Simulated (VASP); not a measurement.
# Ti (Fm-3m) in VASP: single point with LDA

Aim: the single point of Ti with LDA.

Program: VASP 6.6.1. These are calculated values, not measurements. Logs are shortened: lines on timing, memory, paths and dates and some standing lists are left out, and cuts for length are marked.

## 1. The cell of the first run

It takes space group Fm-3m (No. 225, cubic). The conventional cell has a = 4.140 Å, b = 4.140 Å, c = 4.140 Å, α = 90.00°, β = 90.00°, γ = 90.00°. Within 3.9 Å of Ti (site symmetry m-3m) lie 12 Ti at 2.93 Å.

## 2. Single point, LDA (volume scaled by 1.06)

Contents of INCAR:

```
  PREC = Accurate
  ENCUT = 520
  EDIFF = 1E-7
  ISMEAR = -1
  SIGMA = 0.05
  LREAL = False
  LASPH = True
  NELM = 80
  ALGO = Normal
  ISIF = 2
  LWAVE = False
  LCHARG = True
  LELF = True
  LVHAR = True
  NBANDS = 12
```

Contents of KPOINTS:

```
Automatic mesh
0
Gamma
  14 14 14
```

Contents of POSCAR:

```
Ti
1.0
    0.0000000000      2.0698140295      2.0698140295
    2.0698140295      0.0000000000      2.0698140295
    2.0698140295      2.0698140295      0.0000000000
Ti
1
Direct
    0.0000000000      0.0000000000      0.0000000000
```

Potentials or basis: VASP PAW LDA potentials, release 64 (Ti_sv).

Started as:

```bash
> cat potpaw_LDA.64/Ti_sv/POTCAR > POTCAR
> mpirun -np 1 vasp_std > vasp.out
```

OUTCAR:

```text
PREC = Accurate
   ENCUT = 520
   EDIFF = 1E-7
   ISMEAR = -1
   LREAL = False
   LASPH = True
   NELM = 80
   ISIF = 2

 ion  position               nearest neighbor table
   1  0.000  0.000  0.000-

  LATTYP: Found a face centered cubic cell.
 ALAT       =     4.1396280590

  Lattice vectors:

 A1 = (   0.0000000000,   2.0698140295,   2.0698140295)
 A2 = (   2.0698140295,   0.0000000000,   2.0698140295)
 A3 = (   2.0698140295,   2.0698140295,   0.0000000000)

Analysis of symmetry for initial positions (statically):
=====================================================================
 Subroutine PRICEL returns:
 Original cell was already a primitive cell.

 Routine SETGRP: Setting up the symmetry group for a
 face centered cubic supercell.

 Subroutine GETGRP returns: Found 48 space group operations
 (whereof 48 operations were pure point group operations)
 out of a pool of 48 trial point group operations.

The static configuration has the point symmetry O_h .

Analysis of symmetry for dynamics (positions and initial velocities):
=====================================================================
 Subroutine PRICEL returns:
 Original cell was already a primitive cell.

 Routine SETGRP: Setting up the symmetry group for a
 face centered cubic supercell.

 Subroutine GETGRP returns: Found 48 space group operations
 (whereof 48 operations were pure point group operations)
 out of a pool of 48 trial point group operations.

The dynamic configuration has the point symmetry O_h .

 Subroutine INISYM returns: Found 48 space group operations
 (whereof 48 operations are pure point group operations),
 and found     1 'primitive' translations

----------------------------------------------------------------------------------------

                                     Primitive cell

  volume of cell :      17.7347

  direct lattice vectors                    reciprocal lattice vectors
     0.000000000  2.069814029  2.069814029    -0.241567596  0.241567596  0.241567596
     2.069814029  0.000000000  2.069814029     0.241567596 -0.241567596  0.241567596
     2.069814029  2.069814029  0.000000000     0.241567596  0.241567596 -0.241567596

  length of vectors
     2.927159072  2.927159072  2.927159072     0.418407350  0.418407350  0.418407350

  position of ions in fractional coordinates (direct lattice)
     0.000000000  0.000000000  0.000000000

  ion indices of the primitive-cell ions
   primitive index   ion index
                 1           1

----------------------------------------------------------------------------------------

 KPOINTS: Automatic mesh

Automatic generation of k-mesh.
 Grid dimensions read from file:
 generate k-points for:   14   14   14

 Generating k-lattice:

  Cartesian coordinates                     Fractional coordinates (reciprocal lattice)
    -0.017254828  0.017254828  0.017254828     0.071428571  0.000000000  0.000000000
     0.017254828 -0.017254828  0.017254828     0.000000000  0.071428571  0.000000000
     0.017254828  0.017254828 -0.017254828     0.000000000  0.000000000  0.071428571

  Length of vectors
     0.029886239  0.029886239  0.029886239

  Shift w.r.t. Gamma in fractional coordinates (k-lattice)
     0.000000000  0.000000000  0.000000000

 Subroutine IBZKPT returns following result:
 ===========================================

 Found    104 irreducible k-points:

 Following reciprocal coordinates:
            Coordinates               Weight
  0.000000  0.000000  0.000000      1.000000
  0.071429  0.000000  0.000000      8.000000
  0.142857  0.000000  0.000000      8.000000
  0.214286  0.000000  0.000000      8.000000
  0.285714  0.000000  0.000000      8.000000
  0.357143  0.000000  0.000000      8.000000
[... 16 lines left out ...]
  0.214286  0.142857  0.000000     24.000000
  0.285714  0.142857  0.000000     24.000000
 [... further k-points ...]
   k-points           NKPTS =    104   k-points in BZ     NKDIM =    104   number of bands    NBANDS=     12
   number of dos      NEDOS =    301   number of ions     NIONS =      1
   total plane-waves  NPLWV =  13824
   dimension x,y,z NGX =    24 NGY =   24 NGZ =   24
   dimension x,y,z NGXF=    48 NGYF=   48 NGZF=   48
   ions per type =               1
   NGX,Y,Z   is equivalent  to a cutoff of  13.63, 13.63, 13.63 a.u.
   NGXF,Y,Z  is equivalent  to a cutoff of  27.26, 27.26, 27.26 a.u.
 SYSTEM =  unknown system
   PREC   = accura    normal or accurate (medium, high low for compatibility)
   ISTART =      0    job   : 0-new  1-cont  2-samecut
   ICHARG =      2    charge: 1-file 2-atom 10-const
   ISPIN  =      1    spin polarized calculation?
   LNONCOLLINEAR =      F non collinear calculations
   LSORBIT =      F    spin-orbit coupling
   LASPH  =      T    aspherical Exc in radial PAW
   ENCUT  =  520.0 eV  38.22 Ry    6.18 a.u.   5.44  5.44  5.44*2*pi/ulx,y,z
   NELM   =     80;   NELMIN=  2; NELMDL= -5     # of ELM steps
   EDIFF  = 0.1E-06   stopping-criterion for ELM
   LREAL  =      F    real-space projection
   EDIFFG = 0.1E-05   stopping-criterion for IOM
   NSW    =      0    number of steps for IOM
   IBRION =     -1    ionic relax: 0-MD 1-quasi-New 2-CG
   NFREE  =      0    steps in history (QN), initial steepest desc. (CG)
   ISIF   =      2    stress and relaxation
   ISYM   =      2    0-nonsym 1-usesym 2-fastsym
   POTIM  = 0.5000    time-step for ionic-motion
   TEBEG  =    0.0;   TEEND  =   0.0 temperature during run
   PSTRESS=    0.0 pullay stress
   NELECT =      12.0000    total number of electrons
   NUPDOWN=      -1.0000    fix difference up-down
   EMIN   =  10.00;   EMAX   =-10.00  energy-range for DOS
   EFERMI =   0.00;   METHOD = LEGACY
   ISMEAR =    -1;   SIGMA  =   0.05  broadening in eV -4-tet -1-fermi 0-gaus
   EFERMI_NEDOS =   21; number of points for ismear=-14 and -15
   IALGO  =     38    algorithm
   IMIX   =      4    mixing-type and parameters
     AMIX     =   0.40;   BMIX     =  1.00
     AMIX_MAG =   1.60;   BMIX_MAG =  1.00
  volume/ion in A,a.u.               =      17.73       119.68
  Fermi-wavevector in a.u.,A,eV,Ry     =   1.437233  2.715977 28.104730  2.065639
  Thomas-Fermi vector in A             =   2.556334
   LORBIT       =      0    0 simple, 1 ext, 2 COOP (PROOUT), +10 PAW based schemes
   GGA     = CA    functional components
   LHFCALC =     F    Hartree Fock is set to
   AEXX    =    0.0000 exact exchange contribution
   IVDW    =     0    specifies the selected vdW correction
   LEPSILON=     F    determine dielectric tensor
   LRPA    =     F    only Hartree local field effects (RPA)
 non-spin polarized calculation
  energy-cutoff  :      520.00
  volume of cell :       17.73
 maximum number of plane-waves:       531
 NGX is ok and might be reduce to    24
   NGX = 11   NGY = 11   NGZ = 11

 number of electron      11.9999999 magnetization

 Free energy of the ion-electron system (eV)
  ---------------------------------------------------
  ext. energy  EPLUGINS =         0.00000000
  ---------------------------------------------------
  free energy    TOTEN  =        -8.44468221 eV

  energy without entropy =       -8.42865918  energy(sigma->0) =       -8.43667070

 E-fermi :   7.7600     XC(G=0): -11.6851

 val. band max:        7.7508194781   @ k =   0.2143   0.1429   0.0000
 cond. band min:       7.7614989966   @ k =  -0.4286   0.2857   0.1429
 fundamental gap:      0.0106795185
 Fermi energy:         7.7600097487

 k-point     1 :       0.0000    0.0000    0.0000
  band No.  band energies     occupation
      1     -48.2917      2.00000
      2     -24.5452      2.00000
      3     -24.5452      2.00000
      4     -24.5452      2.00000
      5       1.7942      2.00000
      6       8.5932      0.00000
      7       8.5932      0.00000
      8       8.5932      0.00000
      9      10.1502      0.00000
     10      10.1502      0.00000
     11      22.9973      0.00000
     12      27.2807      0.00000

 k-point     2 :       0.0714    0.0000    0.0000
  band No.  band energies     occupation
      1     -48.2858      2.00000
      2     -24.5782      2.00000
      3     -24.5493      2.00000
      4     -24.5493      2.00000
      5       1.9562      2.00000
      6       8.4965      0.00000
      7       8.6510      0.00000
      8       8.6510      0.00000
      9      10.1141      0.00000
     10      10.1141      0.00000
     11      23.1150      0.00000
     12      26.0768      0.00000

 k-point     3 :       0.1429    0.0000    0.0000
  band No.  band energies     occupation
      1     -48.2695      2.00000
      2     -24.6701      2.00000
      3     -24.5609      2.00000
      4     -24.5609      2.00000
      5       2.4240      2.00000
      6       8.2485      0.00011
      7       8.7831      0.00000
      8       8.7831      0.00000
      9      10.0553      0.00000
     10      10.0553      0.00000
     11      23.0524      0.00000
     12      24.3693      0.00000
[... 286 lines left out ...]
 k-point    23 :       0.2143    0.1429    0.0000
  band No.  band energies     occupation
      1     -48.2445      2.00000
      2     -24.7515      2.00000
      3     -24.6097      2.00000
      4     -24.6046      2.00000
      5       3.1530      2.00000
      6       7.7508      1.09164
      7       9.0211      0.00000
      8       9.1481      0.00000
      9       9.5259      0.00000
     10      10.4359      0.00000
     11      23.1094      0.00000
     12      24.0453      0.00000

 k-point    24 :       0.2857    0.1429    0.0000
  band No.  band energies     occupation
      1     -48.2215      2.00000
      2     -24.8683      2.00000
      3     -24.6308      2.00000
      4     -24.6243      2.00000
      5       3.8807      2.00000
      6       7.5027      1.98843
      7       8.7254      0.00000
      8       9.2118      0.00000
      9       9.9420      0.00000
     10      10.6431      0.00000
     11      21.1395      0.00000
     12      23.7411      0.00000

 [... further k-points ...]
[... 5 lines left out ...]
  --------------------------------------------------------------------------------------
  -------------------------------------------------------------------------------------
  Total       -1.1538489     -1.1538489     -1.1538489      0.0000000      0.0000000      0.0000000
  in kB     -104.2402758   -104.2402758   -104.2402758      0.0000000      0.0000000      0.0000000
  external PRESSURE =    -104.2402758 kB  Pullay stress =       0.0000000 kB

 VOLUME and BASIS-vectors are now :
 -----------------------------------------------------------------------------
  energy-cutoff  :      520.00
  volume of cell :       17.73
      direct lattice vectors                 reciprocal lattice vectors
     0.000000000  2.069814029  2.069814029    -0.241567596  0.241567596  0.241567596
     2.069814029  0.000000000  2.069814029     0.241567596 -0.241567596  0.241567596
     2.069814029  2.069814029  0.000000000     0.241567596  0.241567596 -0.241567596

 POSITION                                       TOTAL-FORCE (eV/Angst)
 -----------------------------------------------------------------------------------
      0.00000      0.00000      0.00000         0.000000     -0.000000      0.000000
 -----------------------------------------------------------------------------------
    total drift:                               -0.000000      0.000000     -0.000000

  FREE ENERGIE OF THE ION-ELECTRON SYSTEM (eV)
  ---------------------------------------------------
  free  energy   TOTEN  =        -8.4446822060 eV

  energy  without entropy=       -8.4286591850  energy(sigma->0) =       -8.43667070
```

Run time: 13 s. Hardware: 1 thread of Intel Xeon 6975P-C, shared host; peak memory 0.14 GiB.

What came out:

| Property | Result |
| --- | --- |
| Free energy | -8.4447 eV |
| Pressure | -10.4 GPa |
| Band gap on the k mesh | zero (band 6 reaches 8.59 eV, above the bottom of band 7 at 7.37 eV) |
